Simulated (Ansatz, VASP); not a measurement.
## SnSe in VASP and in Ansatz

```
Sn Se
1.0
    -0.02282    2.97930    2.97930
     2.97930   -0.02282    2.97930
     2.97930    2.97930   -0.02282
Sn Se
1 1
Direct
  0.00000 0.00000 0.00000
  0.50000 0.50000 0.50000
```

Change from the starting cell: shear_111 strain -1.1%.

Alike in both runs: task single point; functional r2SCAN; k mesh 8 × 8 × 8; occupations fermi-dirac, width 0.02 eV; no spin polarisation.

|  | VASP | Ansatz |
| --- | --- | --- |
| version | VASP 6.6.1 | Ansatz 0.2.0 |
| potentials or method | VASP PAW PBE potentials, release 64 (Sn_d, Se) | plane waves, PAW |
| plane-wave cutoff (eV) | 550 | 500 |
| valence electrons in the cell | 20 | 30 |

|  | VASP | Ansatz | Ansatz less VASP |
| --- | --- | --- | --- |
| pressure (GPa) | 0.9 | 0.9 | -0.01 |
| traceless stress, the component that is largest in VASP (GPa) | 0.15 | 0.15 | 0.000 |

VASP's potentials were made for PBE, not for r2SCAN. VASP's potentials hold 20 valence electrons a cell and Ansatz's 30, so a difference there can come from the potentials and not from the codes.
